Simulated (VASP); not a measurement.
# SnH5 (P6/mmm) in VASP: single point with PBE

Aim: the single point of SnH5 with PBE.

Program: VASP 6.6.1. These are calculated values, not measurements. Logs are shortened: lines on timing, memory, paths and dates and some standing lists are left out, and cuts for length are marked.

**1. The cell of the first run**

Symmetry: P6/mmm, No. 191, hexagonal system. Conventional cell: a = 4.018 Å, b = 4.018 Å, c = 4.123 Å, α = 90.00°, β = 90.00°, γ = 120.00°. Sn (site symmetry 6/mmm) has 2 H at 2.06 Å within 2.7 Å. H (site symmetry 3m) has 1 H at 0.77 Å within 1.1 Å. Within 2.7 Å of H (site symmetry 6/mmm) lie 2 Sn at 2.06 Å and 12 H at 2.35 Å.

**2. Single point, PBE**

The input, POSCAR:

```
SnH5
1.0
    4.0178999015      0.0000000000      0.0000000000
   -2.0089499507      3.4796033846      0.0000000000
    0.0000000000      0.0000000000      4.1233307829
Sn H
1 5
Direct
    0.0000000000      0.0000000000      0.5000000000
    0.6666666667      0.3333333333      0.9062089651
    0.0000000000      0.0000000000      0.0000000000
    0.6666666667      0.3333333333      0.0937910349
    0.3333333333      0.6666666667      0.0937910349
    0.3333333333      0.6666666667      0.9062089651
```

The input, INCAR.step1:

```
PREC = Accurate ; ENCUT = 520
EDIFF = 1E-6 ; ISMEAR = 0
SIGMA = 0.1 ; LREAL = F
LASPH = T ; NELM = 100
ALGO = Normal ; ISIF = 2
LWAVE = F ; LCHARG = T
GGA = PE ; NBANDS = 18
```

The input, KPOINTS.step1:

```
Automatic mesh
0
Gamma
  12 12 10
```

The input, INCAR.step2:

```
PREC = Accurate ; ENCUT = 520
EDIFF = 1E-6 ; ISMEAR = -5
SIGMA = 0.1 ; LREAL = F
LASPH = T ; NELM = 100
ALGO = Normal ; ISIF = 2
LWAVE = F ; LCHARG = F
GGA = PE ; LORBIT = 11
NBANDS = 18 ; NEDOS = 2001
ICHARG = 11
```

The input, KPOINTS.step2:

```
Automatic mesh
0
Gamma
  18 18 15
```

Potentials or basis: VASP PAW PBE potentials, release 64 (Sn_d, H).

The run is started by

```sh
> cat potpaw_PBE.64/Sn_d/POTCAR potpaw_PBE.64/H/POTCAR > POTCAR
> cp INCAR.step1 INCAR
> cp KPOINTS.step1 KPOINTS
> mpirun -np 1 vasp_std > vasp.out
> cp INCAR.step2 INCAR
> cp KPOINTS.step2 KPOINTS
> mpirun -np 1 vasp_std > vasp.out
```

OUTCAR:

```text
PREC = Accurate
   ENCUT = 520
   EDIFF = 1E-6
   ISMEAR = -5
   LREAL = F
   LASPH = T
   NELM = 100
   ISIF = 2
   GGA = PE
   LORBIT = 11
   ICHARG = 11

 ion  position               nearest neighbor table
   1  0.000  0.000  0.500-   3 2.06   3 2.06
   2  0.667  0.333  0.906-   4 0.77
   3  0.000  0.000  0.000-   1 2.06   1 2.06
   4  0.667  0.333  0.094-   2 0.77
   5  0.333  0.667  0.094-   6 0.77
   6  0.333  0.667  0.906-   5 0.77

  LATTYP: Found a hexagonal cell.
 ALAT       =     4.0178999015
 C/A-ratio  =     1.0262402957

  Lattice vectors:

 A1 = (   4.0178999015,   0.0000000000,   0.0000000000)
 A2 = (  -2.0089499507,   3.4796033846,   0.0000000000)
 A3 = (   0.0000000000,   0.0000000000,   4.1233307829)

Analysis of symmetry for initial positions (statically):
=====================================================================
 Subroutine PRICEL returns:
 Original cell was already a primitive cell.

 Routine SETGRP: Setting up the symmetry group for a
 hexagonal supercell.

 Subroutine GETGRP returns: Found 24 space group operations
 (whereof 24 operations were pure point group operations)
 out of a pool of 24 trial point group operations.

The static configuration has the point symmetry D_6h.

Analysis of symmetry for dynamics (positions and initial velocities):
=====================================================================
 Subroutine PRICEL returns:
 Original cell was already a primitive cell.

 Routine SETGRP: Setting up the symmetry group for a
 hexagonal supercell.

 Subroutine GETGRP returns: Found 24 space group operations
 (whereof 24 operations were pure point group operations)
 out of a pool of 24 trial point group operations.

The dynamic configuration has the point symmetry D_6h.

 Subroutine INISYM returns: Found 24 space group operations
 (whereof 24 operations are pure point group operations),
 and found     1 'primitive' translations

----------------------------------------------------------------------------------------

                                     Primitive cell

  volume of cell :      57.6470

  direct lattice vectors                    reciprocal lattice vectors
     4.017899901  0.000000000  0.000000000     0.248886240  0.143694538  0.000000000
    -2.008949951  3.479603385  0.000000000     0.000000000  0.287389076  0.000000000
     0.000000000  0.000000000  4.123330783     0.000000000  0.000000000  0.242522381

  length of vectors
     4.017899901  4.017899902  4.123330783     0.287389076  0.287389076  0.242522381

  position of ions in fractional coordinates (direct lattice)
     0.000000000  0.000000000  0.500000000
     0.666666667  0.333333333  0.906208965
     0.000000000  0.000000000  0.000000000
     0.666666667  0.333333333  0.093791035
     0.333333333  0.666666667  0.093791035
     0.333333333  0.666666667  0.906208965

  ion indices of the primitive-cell ions
   primitive index   ion index
                 1           1
                 2           2
                 3           3
                 4           4
                 5           5
                 6           6

----------------------------------------------------------------------------------------

 KPOINTS: Automatic mesh

Automatic generation of k-mesh.
 Grid dimensions read from file:
 generate k-points for:   18   18   15

 Generating k-lattice:

  Cartesian coordinates                     Fractional coordinates (reciprocal lattice)
     0.013827013  0.007983030  0.000000000     0.055555556  0.000000000  0.000000000
     0.000000000  0.015966060  0.000000000     0.000000000  0.055555556  0.000000000
     0.000000000  0.000000000  0.016168159     0.000000000  0.000000000  0.066666667

  Length of vectors
     0.015966060  0.015966060  0.016168159

  Shift w.r.t. Gamma in fractional coordinates (k-lattice)
     0.000000000  0.000000000  0.000000000

 TETIRR: Found   4782 inequivalent tetrahedra from    29160

 Subroutine IBZKPT returns following result:
 ===========================================

 Found    296 irreducible k-points:

 Following reciprocal coordinates:
            Coordinates               Weight
  0.000000  0.000000  0.000000      1.000000
  0.055556  0.000000  0.000000      6.000000
  0.111111  0.000000  0.000000      6.000000
  0.166667  0.000000  0.000000      6.000000
  0.222222  0.000000  0.000000      6.000000
  0.277778  0.000000  0.000000      6.000000
[... 16 lines left out ...]
  0.333333  0.111111  0.000000     12.000000
  0.388889  0.111111  0.000000     12.000000
 [... further k-points ...]
   k-points           NKPTS =    296   k-points in BZ     NKDIM =    296   number of bands    NBANDS=     18
   number of dos      NEDOS =   2001   number of ions     NIONS =      6
   total plane-waves  NPLWV =  28800
   dimension x,y,z NGX =    30 NGY =   30 NGZ =   32
   dimension x,y,z NGXF=    60 NGYF=   60 NGZF=   64
   ions per type =               1   5
   NGX,Y,Z   is equivalent  to a cutoff of  12.41, 12.41, 12.90 a.u.
   NGXF,Y,Z  is equivalent  to a cutoff of  24.83, 24.83, 25.80 a.u.
 SYSTEM =  unknown system
   PREC   = accura    normal or accurate (medium, high low for compatibility)
   ISTART =      0    job   : 0-new  1-cont  2-samecut
   ICHARG =     11    charge: 1-file 2-atom 10-const
   ISPIN  =      1    spin polarized calculation?
   LNONCOLLINEAR =      F non collinear calculations
   LSORBIT =      F    spin-orbit coupling
   LASPH  =      T    aspherical Exc in radial PAW
   ENCUT  =  520.0 eV  38.22 Ry    6.18 a.u.   7.47  7.47  7.67*2*pi/ulx,y,z
   NELM   =    100;   NELMIN=  2; NELMDL=  0     # of ELM steps
   EDIFF  = 0.1E-05   stopping-criterion for ELM
   LREAL  =      F    real-space projection
   EDIFFG = 0.1E-04   stopping-criterion for IOM
   NSW    =      0    number of steps for IOM
   IBRION =     -1    ionic relax: 0-MD 1-quasi-New 2-CG
   NFREE  =      0    steps in history (QN), initial steepest desc. (CG)
   ISIF   =      2    stress and relaxation
   ISYM   =      2    0-nonsym 1-usesym 2-fastsym
   POTIM  = 0.5000    time-step for ionic-motion
   TEBEG  =    0.0;   TEEND  =   0.0 temperature during run
   PSTRESS=    0.0 pullay stress
   NELECT =      19.0000    total number of electrons
   NUPDOWN=      -1.0000    fix difference up-down
   EMIN   =  10.00;   EMAX   =-10.00  energy-range for DOS
   EFERMI =   0.00;   METHOD = LEGACY
   ISMEAR =    -5;   SIGMA  =   0.10  broadening in eV -4-tet -1-fermi 0-gaus
   EFERMI_NEDOS =   21; number of points for ismear=-14 and -15
   IALGO  =     38    algorithm
   IMIX   =      4    mixing-type and parameters
     AMIX     =   0.40;   BMIX     =  1.00
     AMIX_MAG =   1.60;   BMIX_MAG =  1.00
  volume/ion in A,a.u.               =       9.61        64.84
  Fermi-wavevector in a.u.,A,eV,Ry     =   1.130838  2.136974 17.399053  1.278794
  Thomas-Fermi vector in A             =   2.267535
   LORBIT       =     11    0 simple, 1 ext, 2 COOP (PROOUT), +10 PAW based schemes
   GGA     = PE    functional components
   LHFCALC =     F    Hartree Fock is set to
   AEXX    =    0.0000 exact exchange contribution
   IVDW    =     0    specifies the selected vdW correction
   LEPSILON=     F    determine dielectric tensor
   LRPA    =     F    only Hartree local field effects (RPA)
 non-spin polarized calculation
 Fermi weights with tetrahedron method with Bloechl corrections
  energy-cutoff  :      520.00
  volume of cell :       57.65
 maximum number of plane-waves:      1575
 NGX is ok and might be reduce to    30

 number of electron      18.9999994 magnetization

 Free energy of the ion-electron system (eV)
  ---------------------------------------------------
  ext. energy  EPLUGINS =         0.00000000
  ---------------------------------------------------
  free energy    TOTEN  =       -18.69624744 eV

  energy without entropy =      -18.69624744  energy(sigma->0) =      -18.69624744

 E-fermi :   3.2373     XC(G=0):  -9.0027

 val. band max:        3.3065405994   @ k =   0.3889   0.1111   0.0000
 cond. band min:       3.0656396217   @ k =   0.0556   0.0556   0.0000
 fundamental gap:     -0.2409009777
 Fermi energy:         3.2372516581

 k-point     1 :       0.0000    0.0000    0.0000
  band No.  band energies     occupation
      1     -18.6128      2.00000
      2     -18.6128      2.00000
      3     -18.5220      2.00000
      4     -18.4941      2.00000
      5     -18.4941      2.00000
      6      -7.5797      2.00000
[... 10 lines left out ...]
     17      13.6267      0.00000
     18      14.6379      0.00000

 k-point     2 :       0.0556    0.0000    0.0000
  band No.  band energies     occupation
      1     -18.6129      2.00000
      2     -18.6121      2.00000
      3     -18.5217      2.00000
      4     -18.4944      2.00000
      5     -18.4941      2.00000
      6      -7.5455      2.00000
[... 10 lines left out ...]
     17      13.5362      0.00000
     18      14.5815      0.00000

 k-point     3 :       0.1111    0.0000    0.0000
  band No.  band energies     occupation
      1     -18.6131      2.00000
      2     -18.6101      2.00000
      3     -18.5206      2.00000
      4     -18.4953      2.00000
      5     -18.4944      2.00000
      6      -7.4434      2.00000
[... 10 lines left out ...]
     17      13.3554      0.00000
     18      14.4857      0.00000

 k-point     4 :       0.1667    0.0000    0.0000
  band No.  band energies     occupation
      1     -18.6134      2.00000
      2     -18.6069      2.00000
      3     -18.5188      2.00000
      4     -18.4966      2.00000
      5     -18.4947      2.00000
      6      -7.2740      2.00000
[... 10 lines left out ...]
     17      13.1647      0.00000
     18      14.6932      0.00000

 k-point     5 :       0.2222    0.0000    0.0000
  band No.  band energies     occupation
      1     -18.6139      2.00000
      2     -18.6030      2.00000
      3     -18.5166      2.00000
      4     -18.4982      2.00000
      5     -18.4951      2.00000
      6      -7.0383      2.00000
[... 10 lines left out ...]
     17      13.0177      0.00000
     18      14.8183      0.00000

 k-point     6 :       0.2778    0.0000    0.0000
  band No.  band energies     occupation
      1     -18.6144      2.00000
      2     -18.5989      2.00000
      3     -18.5143      2.00000
      4     -18.4999      2.00000
      5     -18.4955      2.00000
      6      -6.7384      2.00000
[... 307 lines left out ...]
 k-point    21 :       0.2222    0.1111    0.0000
  band No.  band energies     occupation
      1     -18.6131      2.00000
      2     -18.5990      2.00000
      3     -18.5136      2.00000
      4     -18.5001      2.00000
      5     -18.4960      2.00000
      6      -6.6393      2.00000
[... 10 lines left out ...]
     17      13.7566      0.00000
     18      15.2223      0.00000

 k-point    22 :       0.2778    0.1111    0.0000
  band No.  band energies     occupation
      1     -18.6132      2.00000
      2     -18.5957      2.00000
      3     -18.5115      2.00000
      4     -18.5015      2.00000
      5     -18.4965      2.00000
      6      -6.2801      2.00000
[... 10 lines left out ...]
     17      13.9619      0.00000
     18      15.7982      0.00000

 k-point    23 :       0.3333    0.1111    0.0000
  band No.  band energies     occupation
      1     -18.6133      2.00000
      2     -18.5930      2.00000
      3     -18.5098      2.00000
      4     -18.5027      2.00000
      5     -18.4969      2.00000
      6      -5.8662      2.00000
[... 10 lines left out ...]
     17      14.0757      0.00000
     18      16.3229      0.00000

 k-point    24 :       0.3889    0.1111    0.0000
  band No.  band energies     occupation
      1     -18.6134      2.00000
      2     -18.5912      2.00000
      3     -18.5087      2.00000
      4     -18.5034      2.00000
      5     -18.4971      2.00000
      6      -5.4110      2.00000
[... 10 lines left out ...]
     17      14.1089      0.00000
     18      15.6284      0.00000

 [... further k-points ...]

------------------------ aborting loop because EDIFF is reached ----------------------------------------

  FORCE on cell =-STRESS in cart. coord.  units (eV):
  Direction    XX          YY          ZZ          XY          YZ          ZX
  --------------------------------------------------------------------------------------
  -------------------------------------------------------------------------------------
  Total       -0.1224210     -0.1224210      0.0163300     -0.0000000      0.0000000     -0.0000000
  in kB       -3.4024324     -3.4024324      0.4538575     -0.0000000      0.0000000     -0.0000000
  external PRESSURE =      -2.1170024 kB  Pullay stress =       0.0000000 kB

 VOLUME and BASIS-vectors are now :
 -----------------------------------------------------------------------------
  energy-cutoff  :      520.00
  volume of cell :       57.65
      direct lattice vectors                 reciprocal lattice vectors
     4.017899901  0.000000000  0.000000000     0.248886240  0.143694538  0.000000000
    -2.008949951  3.479603385  0.000000000     0.000000000  0.287389076  0.000000000
     0.000000000  0.000000000  4.123330783     0.000000000  0.000000000  0.242522381

 POSITION                                       TOTAL-FORCE (eV/Angst)
 -----------------------------------------------------------------------------------
      0.00000      0.00000      2.06167         0.000000      0.000000      0.000000
      2.00895      1.15987      3.73660        -0.000000      0.000000      0.037490
      0.00000      0.00000      0.00000         0.000000      0.000000      0.000000
      2.00895      1.15987      0.38673        -0.000000      0.000000     -0.037490
     -0.00000      2.31974      0.38673         0.000000     -0.000000     -0.037490
     -0.00000      2.31974      3.73660         0.000000     -0.000000      0.037490
 -----------------------------------------------------------------------------------
    total drift:                                0.000000      0.000000      0.000000

  FREE ENERGIE OF THE ION-ELECTRON SYSTEM (eV)
  ---------------------------------------------------
  free  energy   TOTEN  =       -18.6962474354 eV

  energy  without entropy=      -18.6962474354  energy(sigma->0) =      -18.69624744

 total charge

# of ion       s       p       d       tot
------------------------------------------
    1        1.300   0.771   9.968  12.040
    2        0.595   0.029   0.000   0.624
    3        0.491   0.008   0.000   0.499
    4        0.595   0.029   0.000   0.624
    5        0.595   0.029   0.000   0.624
    6        0.595   0.029   0.000   0.624
--------------------------------------------------
tot          4.169   0.897   9.968  15.034
```

Run time: 3.1 min. Hardware: 1 thread of Intel Xeon Platinum 8488C (Sapphire Rapids), shared host; peak memory 0.38 GiB.

What came out:

| Quantity | Value |
| --- | --- |
| Valence electrons inside the program's atomic spheres | Sn 12.04; H 0.62, 0.50 (each value once) |

Caveat: spin-orbit coupling is left out, which moves the levels of the heavy elements; an odd number of electrons without spin polarisation forces a metal; a magnetic or distorted state may lie lower.
